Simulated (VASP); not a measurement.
A run of VASP 6.6.1 is set up as follows.

INCAR

```
ALGO = Normal ; EDIFF = 1E-7
ENCUT = 520 ; GGA = PE
ISIF = 2 ; ISMEAR = 0
IVDW = 12 ; LASPH = T
LCHARG = T ; LELF = T
LREAL = F ; LVHAR = T
LWAVE = F ; NBANDS = 35
NELM = 80 ; PREC = Accurate
SIGMA = 0.05
```

The input KPOINTS:

```
k-points
0
Gamma
  10 10 4
```

POSCAR

```
MoS2
1.0
    3.1491947499      0.0000000000      0.0000000000
   -1.5745973749      2.7272826549      0.0000000000
    0.0000000000      0.0000000000     12.0897450277
Mo S
2 4
Direct
    0.3333333333      0.6666666667      0.2500000000
    0.6666666667      0.3333333333      0.7500000000
    0.3333333333      0.6666666667      0.6204899759
    0.6666666667      0.3333333333      0.1204899759
    0.3333333333      0.6666666667      0.8795100241
    0.6666666667      0.3333333333      0.3795100241
```

Potentials or basis: VASP PAW PBE potentials, release 64 (Mo_sv, S).

The run is started by

```bash
$ cat potpaw_PBE.64/Mo_sv/POTCAR potpaw_PBE.64/S/POTCAR > POTCAR
$ mpirun -np 1 vasp_std > vasp.out
```

Q: What does it give for the dispersion energy per atom?

A: -0.438 eV.

Q: What does it give for the largest force?

A: 0.011 eV/Å.

Forces in eV/Å, atoms in the order of the input:
```
Mo   0.000  0.000  0.000
Mo   0.000  0.000  0.000
S    0.000  0.000  0.011
S    0.000  0.000  0.011
S    0.000  0.000 -0.011
S    0.000  0.000 -0.011
```

**What was measured.**

“Multiwavelength excitation Raman Scattering Analysis of bulk and 2 dimensional MoS2: Vibrational properties of atomically thin MoS2 layers”, 2015, arxiv:1506.03228 reports, for a bulk crystal of MoS2 at 300 K: band gap 1.3 eV (indirect).

Against the measured gap of MoS2, 1.3 eV (indirect; 300 K; “Multiwavelength excitation Raman Scattering Analysis of bulk and 2 dimensional MoS2: Vibrational properties of atomically thin MoS2 layers”, 2015, arxiv:1506.03228), the calculated 0.84 eV is off by -0.46 eV. Spin-orbit coupling on Mo is left out. The value is that of PBE+D3(BJ) on a finite k mesh, which can miss the band edges, without temperature or zero-point motion. Semilocal functionals fall short of measured gaps as a rule.
